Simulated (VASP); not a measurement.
# MgO (Periclase) (Fm-3m) in VASP: settings compared

The runs below take MgO (Periclase) through single point, with r2SCAN, PBE.

Everything below comes from runs of VASP 6.6.1. Logs are shortened: lines on timing, memory, paths and dates and some standing lists are left out, and cuts for length are marked.

**What was measured.**

“Electronic structure of alkaline earth and post-transition metal oxides”, 2009, arxiv:0908.1581 quotes, for a bulk crystal of MgO: band gap 7.83 eV.

The results are compared with them further down.

**1. The cell of the first run**

Symmetry: Fm-3m, No. 225, cubic system. The conventional cell has a = 3.768 Å, b = 3.768 Å, c = 3.768 Å, α = 90.00°, β = 90.00°, γ = 90.00°. Within 2.5 Å of Mg (site symmetry m-3m) lie 6 O at 1.88 Å. O (site symmetry m-3m) has 6 Mg at 1.88 Å within 2.5 Å.

**2. Single point, r2SCAN (volume scaled by 0.720)**

File POSCAR:

```
MgO
1.0
    0.0000000000      1.8841735159      1.8841735159
    1.8841735159      0.0000000000      1.8841735159
    1.8841735159      1.8841735159      0.0000000000
Mg O
1 1
Direct
    0.0000000000      0.0000000000      0.0000000000
    0.5000000000      0.5000000000      0.5000000000
```

File INCAR.step1:

```
ALGO = Normal
EDIFF = 1E-4
ENCUT = 520
GGA = PE
ISMEAR = 0
LASPH = True
LCHARG = False
LREAL = False
LWAVE = True
NBANDS = 11
NELM = 100
PREC = Accurate
SIGMA = 0.05
```

File INCAR.step2:

```
ALGO = Normal
EDIFF = 1E-7
ENCUT = 520
ISIF = 2
ISMEAR = 0
ISTART = 1
LASPH = True
LCHARG = True
LELF = True
LMIXTAU = True
LREAL = False
LVHAR = True
LWAVE = False
METAGGA = R2SCAN
NBANDS = 11
NELM = 100
PREC = Accurate
SIGMA = 0.05
```

File KPOINTS:

```
k-points
0
Gamma
  10 10 10
```

Potentials or basis: VASP PAW PBE potentials, release 64 (Mg, O).

The run is started by

```
> cat potpaw_PBE.64/Mg/POTCAR potpaw_PBE.64/O/POTCAR > POTCAR
> cp INCAR.step1 INCAR
> mpirun -np 1 vasp_std > vasp.out
> cp INCAR.step2 INCAR
> mpirun -np 1 vasp_std > vasp.out
```

OUTCAR:

```text
EDIFF = 1E-7
   ENCUT = 520
   ISIF = 2
   ISMEAR = 0
   ISTART = 1
   LASPH = True
   LREAL = False
   METAGGA = R2SCAN
   NELM = 100
   PREC = Accurate

 ion  position               nearest neighbor table
   1  0.000  0.000  0.000-   2 1.88   2 1.88   2 1.88   2 1.88   2 1.88   2 1.88
   2  0.500  0.500  0.500-   1 1.88   1 1.88   1 1.88   1 1.88   1 1.88   1 1.88

  LATTYP: Found a face centered cubic cell.
 ALAT       =     3.7683470318

  Lattice vectors:

 A1 = (   0.0000000000,   1.8841735159,   1.8841735159)
 A2 = (   1.8841735159,   0.0000000000,   1.8841735159)
 A3 = (   1.8841735159,   1.8841735159,   0.0000000000)

Analysis of symmetry for initial positions (statically):
=====================================================================
 Subroutine PRICEL returns:
 Original cell was already a primitive cell.

 Routine SETGRP: Setting up the symmetry group for a
 face centered cubic supercell.

 Subroutine GETGRP returns: Found 48 space group operations
 (whereof 48 operations were pure point group operations)
 out of a pool of 48 trial point group operations.

The static configuration has the point symmetry O_h .

Analysis of symmetry for dynamics (positions and initial velocities):
=====================================================================
 Subroutine PRICEL returns:
 Original cell was already a primitive cell.

 Routine SETGRP: Setting up the symmetry group for a
 face centered cubic supercell.

 Subroutine GETGRP returns: Found 48 space group operations
 (whereof 48 operations were pure point group operations)
 out of a pool of 48 trial point group operations.

The dynamic configuration has the point symmetry O_h .

 Subroutine INISYM returns: Found 48 space group operations
 (whereof 48 operations are pure point group operations),
 and found     1 'primitive' translations

----------------------------------------------------------------------------------------

                                     Primitive cell

  volume of cell :      13.3780

  direct lattice vectors                    reciprocal lattice vectors
     0.000000000  1.884173516  1.884173516    -0.265368341  0.265368341  0.265368341
     1.884173516  0.000000000  1.884173516     0.265368341 -0.265368341  0.265368341
     1.884173516  1.884173516  0.000000000     0.265368341  0.265368341 -0.265368341

  length of vectors
     2.664623740  2.664623740  2.664623740     0.459631449  0.459631449  0.459631449

  position of ions in fractional coordinates (direct lattice)
     0.000000000  0.000000000  0.000000000
     0.500000000  0.500000000  0.500000000

  ion indices of the primitive-cell ions
   primitive index   ion index
                 1           1
                 2           2

----------------------------------------------------------------------------------------

 KPOINTS: k-points

Automatic generation of k-mesh.
 Grid dimensions read from file:
 generate k-points for:   10   10   10

 Generating k-lattice:

  Cartesian coordinates                     Fractional coordinates (reciprocal lattice)
    -0.026536834  0.026536834  0.026536834     0.100000000  0.000000000  0.000000000
     0.026536834 -0.026536834  0.026536834     0.000000000  0.100000000  0.000000000
     0.026536834  0.026536834 -0.026536834     0.000000000  0.000000000  0.100000000

  Length of vectors
     0.045963145  0.045963145  0.045963145

  Shift w.r.t. Gamma in fractional coordinates (k-lattice)
     0.000000000  0.000000000  0.000000000

 Subroutine IBZKPT returns following result:
 ===========================================

 Found     47 irreducible k-points:

 Following reciprocal coordinates:
            Coordinates               Weight
  0.000000  0.000000  0.000000      1.000000
  0.100000  0.000000  0.000000      8.000000
  0.200000  0.000000  0.000000      8.000000
  0.300000  0.000000  0.000000      8.000000
  0.400000  0.000000  0.000000      8.000000
  0.500000  0.000000  0.000000      4.000000
[... 16 lines left out ...]
  0.300000  0.300000  0.000000      6.000000
  0.400000  0.300000  0.000000     24.000000
 [... further k-points ...]
   k-points           NKPTS =     47   k-points in BZ     NKDIM =     47   number of bands    NBANDS=     11
   number of dos      NEDOS =    301   number of ions     NIONS =      2
   total plane-waves  NPLWV =   8000
   dimension x,y,z NGX =    20 NGY =   20 NGZ =   20
   dimension x,y,z NGXF=    40 NGYF=   40 NGZF=   40
   ions per type =               1   1
   NGX,Y,Z   is equivalent  to a cutoff of  12.48, 12.48, 12.48 a.u.
   NGXF,Y,Z  is equivalent  to a cutoff of  24.96, 24.96, 24.96 a.u.
 SYSTEM =  unknown system
   PREC   = accura    normal or accurate (medium, high low for compatibility)
   ISTART =      1    job   : 0-new  1-cont  2-samecut
   ICHARG =      0    charge: 1-file 2-atom 10-const
   ISPIN  =      1    spin polarized calculation?
   LNONCOLLINEAR =      F non collinear calculations
[... 33 lines left out ...]
   LEPSILON=     F    determine dielectric tensor
   LRPA    =     F    only Hartree local field effects (RPA)
 non-spin polarized calculation
 Gauss-broadening in eV      SIGMA  =   0.05
  energy-cutoff  :      520.00
  volume of cell :       13.38
 maximum number of plane-waves:       370
   NGX =  9   NGY =  9   NGZ =  9

 number of electron       8.0000007 magnetization

 Free energy of the ion-electron system (eV)
  ---------------------------------------------------
  ext. energy  EPLUGINS =         0.00000000
  ---------------------------------------------------
  free energy    TOTEN  =       -14.86236557 eV

  energy without entropy =      -14.86236557  energy(sigma->0) =      -14.86236557

 E-fermi :   5.9684     XC(G=0): -13.4263

 val. band max:        5.7503472618   @ k =   0.0000   0.0000   0.0000
 cond. band min:      15.5061388707   @ k =   0.0000   0.0000   0.0000
 fundamental gap:      9.7557916089
 Fermi energy:         5.9684256967

 k-point     1 :       0.0000    0.0000    0.0000
  band No.  band energies     occupation
      1     -14.5257      2.00000
      2       5.7503      2.00000
      3       5.7503      2.00000
      4       5.7503      2.00000
      5      15.5061      0.00000
      6      24.4806      0.00000
      7      24.4806      0.00000
      8      24.4806      0.00000
      9      29.6957      0.00000
     10      31.8817      0.00000
     11      31.8817      0.00000

 k-point     2 :       0.1000    0.0000    0.0000
  band No.  band energies     occupation
      1     -14.3481      2.00000
      2       5.0116      2.00000
      3       5.6262      2.00000
      4       5.6262      2.00000
      5      16.0942      0.00000
      6      23.1382      0.00000
      7      24.8698      0.00000
      8      24.8698      0.00000
      9      31.5621      0.00000
     10      31.5621      0.00000
     11      31.9767      0.00000

 k-point     3 :       0.2000    0.0000    0.0000
  band No.  band energies     occupation
      1     -13.8522      2.00000
      2       3.3104      2.00000
      3       5.3146      2.00000
      4       5.3146      2.00000
      5      17.1268      0.00000
      6      21.8362      0.00000
      7      25.8250      0.00000
      8      25.8250      0.00000
      9      31.1877      0.00000
     10      31.1877      0.00000
     11      35.2105      0.00000

 k-point     4 :       0.3000    0.0000    0.0000
  band No.  band energies     occupation
      1     -13.1587      2.00000
      2       1.4311      2.00000
      3       4.9532      2.00000
      4       4.9532      2.00000
      5      17.3758      0.00000
      6      22.1745      0.00000
      7      26.6783      0.00000
      8      26.6783      0.00000
      9      31.7252      0.00000
     10      31.7252      0.00000
     11      35.2955      0.00000
[... 239 lines left out ...]
 k-point    22 :      -0.2000    0.2000    0.0000
  band No.  band energies     occupation
      1     -12.9650      2.00000
      2       1.7058      2.00000
      3       3.7784      2.00000
      4       4.9073      2.00000
      5      19.0652      0.00000
      6      20.5766      0.00000
      7      26.2529      0.00000
      8      27.9390      0.00000
      9      29.3942      0.00000
     10      32.8930      0.00000
     11      38.9329      0.00000

 k-point    23 :       0.3000    0.3000    0.0000
  band No.  band energies     occupation
      1     -12.8520      2.00000
      2       1.5540      2.00000
      3       4.3994      2.00000
      4       4.3994      2.00000
      5      17.6676      0.00000
      6      19.9191      0.00000
      7      25.6506      0.00000
      8      29.4218      0.00000
      9      29.4218      0.00000
     10      35.3158      0.00000
     11      42.8072      0.00000

 k-point    24 :       0.4000    0.3000    0.0000
  band No.  band energies     occupation
      1     -12.4199      2.00000
      2       0.9043      2.00000
      3       3.8670      2.00000
      4       4.1813      2.00000
      5      17.3866      0.00000
      6      20.8203      0.00000
      7      24.6839      0.00000
      8      30.1636      0.00000
      9      30.5086      0.00000
     10      36.5597      0.00000
     11      42.1055      0.00000

 [... further k-points ...]
[... 5 lines left out ...]
  --------------------------------------------------------------------------------------
  -------------------------------------------------------------------------------------
  Total        8.9862112      8.9862112      8.9862112      0.0000000     -0.0000000     -0.0000000
  in kB     1076.2038011   1076.2038011   1076.2038011      0.0000000     -0.0000000     -0.0000000
  external PRESSURE =    1076.2038011 kB  Pullay stress =       0.0000000 kB

 VOLUME and BASIS-vectors are now :
 -----------------------------------------------------------------------------
  energy-cutoff  :      520.00
  volume of cell :       13.38
      direct lattice vectors                 reciprocal lattice vectors
     0.000000000  1.884173516  1.884173516    -0.265368341  0.265368341  0.265368341
     1.884173516  0.000000000  1.884173516     0.265368341 -0.265368341  0.265368341
     1.884173516  1.884173516  0.000000000     0.265368341  0.265368341 -0.265368341

 POSITION                                       TOTAL-FORCE (eV/Angst)
 -----------------------------------------------------------------------------------
      0.00000      0.00000      0.00000        -0.000000      0.000000      0.000000
      1.88417      1.88417      1.88417         0.000000     -0.000000     -0.000000
 -----------------------------------------------------------------------------------
    total drift:                                0.000000      0.000000      0.000000

  FREE ENERGIE OF THE ION-ELECTRON SYSTEM (eV)
  ---------------------------------------------------
  free  energy   TOTEN  =       -14.8623655657 eV

  energy  without entropy=      -14.8623655657  energy(sigma->0) =      -14.86236557
```

Wall time 18 s (1 thread of Intel Xeon 6975P-C (Granite Rapids), shared host); peak memory 0.13 GiB.

Results:

```yaml
Free_energy: -14.8624 eV
Pressure: 107.6 GPa
Band_gap_on_the_k_mesh: 9.76 eV, direct
```

Levels at points of the mesh, in eV from the valence-band top:
```tsv
k point	band 2	band 3	band 4	band 5	band 6	band 7
(0.00, 0.00, 0.00)	0.00	0.00	0.00	9.76	18.73	18.73
(0.50, 0.00, 0.00)	-6.35	-1.18	-1.18	11.23	18.07	21.23
(0.50, 0.50, 0.00)	-5.65	-1.90	-1.90	10.24	15.39	18.49
```

Caveat: the cell differs from its parent crystal (volume scaled by 0.720); the PAW data sets were made with another functional, which shifts forces and pressure a little. A k mesh can miss the band edges.

**3. Single point, r2SCAN (volume scaled by 0.760)**

File POSCAR:

```
MgO
1.0
    0.0000000000      1.9184387011      1.9184387011
    1.9184387011      0.0000000000      1.9184387011
    1.9184387011      1.9184387011      0.0000000000
Mg O
1 1
Direct
    0.0000000000      0.0000000000      0.0000000000
    0.5000000000      0.5000000000      0.5000000000
```

File INCAR.step1:

```
ALGO     = Normal         # electronic algorithm
EDIFF    = 1E-4           # SCF threshold, eV
ENCUT    = 520            # plane-wave cutoff, eV
GGA      = PE             # functional
ISMEAR   = 0              # smearing method
LASPH    = T              # aspherical terms in the spheres
LCHARG   = F              # write CHGCAR
LREAL    = F              # projectors in reciprocal space
LWAVE    = T              # write WAVECAR
NBANDS   = 11             # bands
NELM     = 80             # most SCF steps
PREC     = Accurate       # precision mode
SIGMA    = 0.05           # smearing width, eV
```

File INCAR.step2:

```
ALGO     = Normal         # electronic algorithm
EDIFF    = 1E-7           # SCF threshold, eV
ENCUT    = 520            # plane-wave cutoff, eV
ISIF     = 2              # what is computed and relaxed
ISMEAR   = 0              # smearing method
ISTART   = 1            
LASPH    = T              # aspherical terms in the spheres
LCHARG   = T              # write CHGCAR
LELF     = T              # ELF
LMIXTAU  = T            
LREAL    = F              # projectors in reciprocal space
LVHAR    = T            
LWAVE    = F              # write WAVECAR
METAGGA  = R2SCAN         # meta-GGA
NBANDS   = 11             # bands
NELM     = 80             # most SCF steps
PREC     = Accurate       # precision mode
SIGMA    = 0.05           # smearing width, eV
```

KPOINTS is that of step 2.

Potentials or basis: VASP PAW PBE potentials, release 64 (Mg, O).

The run is started by

```
> cat potpaw_PBE.64/Mg/POTCAR potpaw_PBE.64/O/POTCAR > POTCAR
> cp INCAR.step1 INCAR
> mpirun -np 1 vasp_std > vasp.out
> cp INCAR.step2 INCAR
> mpirun -np 1 vasp_std > vasp.out
```

Run time: 17 s. Hardware: 1 thread of Intel Xeon 6975P-C (Granite Rapids), shared host; peak memory 0.13 GiB.

It converged, with:

| Property | Result |
| --- | --- |
| Free energy | -15.2965 eV |
| Pressure | 79.9 GPa |
| Band gap on the k mesh | 8.97 eV, direct |

Levels at points of the mesh, in eV from the valence-band top:
```tsv
k point	band 1	band 2	band 3	band 4	band 5	band 6	band 7	band 8	band 9
(0.00, 0.00, 0.00)	-19.89	0.00	0.00	0.00	8.97	18.44	18.44	18.44	23.46
(0.50, 0.00, 0.00)	-17.79	-6.03	-1.07	-1.07	10.81	17.34	20.58	20.58	27.35
(0.50, 0.50, 0.00)	-17.48	-5.38	-1.81	-1.81	10.24	14.60	17.75	25.30	25.30
```

Caveat: the cell differs from its parent crystal (volume scaled by 0.760); the PAW data sets were made with another functional, which shifts forces and pressure a little.

**4. Single point, PBE**

This run uses another cell than the first one, of 9.37 Å³/atom, 1.401 times its volume.

File INCAR:

```
SYSTEM = MgO
PREC = Accurate
ENCUT = 600
EDIFF = 1E-6
ISMEAR = 0
SIGMA = 0.05
LREAL = .FALSE.
LASPH = .TRUE.
NELM = 120
ALGO = Normal
ISIF = 2
LWAVE = .FALSE.
LCHARG = .TRUE.
GGA = PE
LELF = .TRUE.
LVHAR = .TRUE.
NBANDS = 11
GGA_COMPAT = .FALSE.
```

File KPOINTS:

```
regular mesh
0
G
  8 8 8
  0 0 0
```

File POSCAR:

```
MgO
1.0
    0.0000000000      2.1085000000      2.1085000000
    2.1085000000      0.0000000000      2.1085000000
    2.1085000000      2.1085000000      0.0000000000
Mg O
1 1
Direct
    0.0000000000      0.0000000000      0.0000000000
    0.5000000000      0.5000000000      0.5000000000
```

The run is started by

```
> cat potpaw_PBE.64/Mg/POTCAR potpaw_PBE.64/O/POTCAR > POTCAR
> mpirun -np 1 vasp_std > vasp.out
```

Run time: 4.8 s. Hardware: 1 thread of Intel Xeon Platinum 8559C (Emerald Rapids), shared host; peak memory 0.14 GiB.

The run converged. Its results:

| Quantity | Value |
| --- | --- |
| Free energy | -11.9106 eV |
| Pressure | 3.1 GPa |
| Band gap on the k mesh | 4.69 eV, direct |

Levels at points of the mesh, in eV from the valence-band top:
```tsv
k point	band 1	band 2	band 3	band 4	band 5	band 6	band 7	band 8
(0.00, 0.00, 0.00)	-17.24	0.00	0.00	0.00	4.69	15.78	15.78	15.78
(0.50, 0.00, 0.00)	-15.97	-4.60	-0.65	-0.65	7.88	12.57	16.28	16.28
(0.50, 0.50, 0.00)	-15.71	-4.07	-1.34	-1.34	9.12	9.93	13.06	18.92
```

As with any semilocal functional, this PBE gap is likely too small.

**5. Single point, PBE**

This run uses another cell than the first one, of 9.63 Å³/atom, 1.440 times its volume.

File INCAR:

```
SYSTEM = MgO
  PREC = Accurate
  ENCUT = 600
  EDIFF = 1E-6
  ISMEAR = 0
  SIGMA = 0.05
  LREAL = .False.
  LASPH = .True.
  NELM = 120
  ALGO = Normal
  ISIF = 2
  LWAVE = .False.
  LCHARG = .True.
  GGA = PE
  LELF = .True.
  LVHAR = .True.
  NBANDS = 11
  GGA_COMPAT = .False.
```

File KPOINTS:

```
regular mesh
0
Gamma
  8 8 8
  0 0 0
```

File POSCAR:

```
MgO
1.0
    0.0000000000      2.1274969947      2.1274969947
    2.1274969947      0.0000000000      2.1274969947
    2.1274969947      2.1274969947      0.0000000000
Mg O
1 1
Direct
    0.0000000000      0.0000000000      0.0000000000
    0.5000000000      0.5000000000      0.5000000000
```

The run is started by

```
> cat potpaw_PBE.64/Mg/POTCAR potpaw_PBE.64/O/POTCAR > POTCAR
> mpirun -np 1 vasp_std > vasp.out
```

Run time: 4.7 s. Hardware: 1 thread of Intel Xeon Platinum 8559C (Emerald Rapids), shared host; peak memory 0.14 GiB.

It converged, with:

- Free energy: -11.9148 eV
- Pressure: -1.2 GPa
- Band gap on the k mesh: 4.44 eV, direct

Levels at points of the mesh, in eV from the valence-band top:
```csv
k point,band 1,band 2,band 3,band 4,band 5,band 6,band 7,band 8,band 9
"(0.00, 0.00, 0.00)",-17.11,0.00,0.00,0.00,4.44,15.63,15.63,15.63,19.46
"(0.50, 0.00, 0.00)",-15.90,-4.48,-0.62,-0.62,7.71,12.26,16.00,16.00,20.44
"(0.50, 0.50, 0.00)",-15.65,-3.96,-1.31,-1.31,9.08,9.64,12.78,18.51,18.51
```

**6. Overview**

```csv
level,cell,k mesh,cutoff (eV),gap on the mesh (eV),pressure (GPa)
r2SCAN,"a = 2.665 Å, angles 60.0°, 2 atoms",10 × 10 × 10,520,9.76,107.6
r2SCAN,"a = 2.713 Å, angles 60.0°, 2 atoms",10 × 10 × 10,520,8.97,79.9
PBE,"a = 2.982 Å, angles 60.0°, 2 atoms",8 × 8 × 8,600,4.69,3.1
PBE,"a = 3.009 Å, angles 60.0°, 2 atoms",8 × 8 × 8,600,4.44,-1.2
```

Alike in all rows: task single point; potentials or basis VASP PAW PBE potentials, release 64 (Mg, O); no spin polarisation; smearing gaussian 0.05 eV.

Caveats: the PAW data sets were made with another functional, which shifts forces and pressure a little (some runs).

Total energies depend on the potentials used, so only differences within one code and one set of settings carry meaning.

**7. How close it comes**

Step 5. Against the measured gap of MgO, 7.83 eV (quoted in “Electronic structure of alkaline earth and post-transition metal oxides”, 2009, arxiv:0908.1581), the calculated 4.44 eV is off by -3.39 eV. The value is that of PBE, without temperature or zero-point motion. Semilocal functionals fall short of measured gaps as a rule.
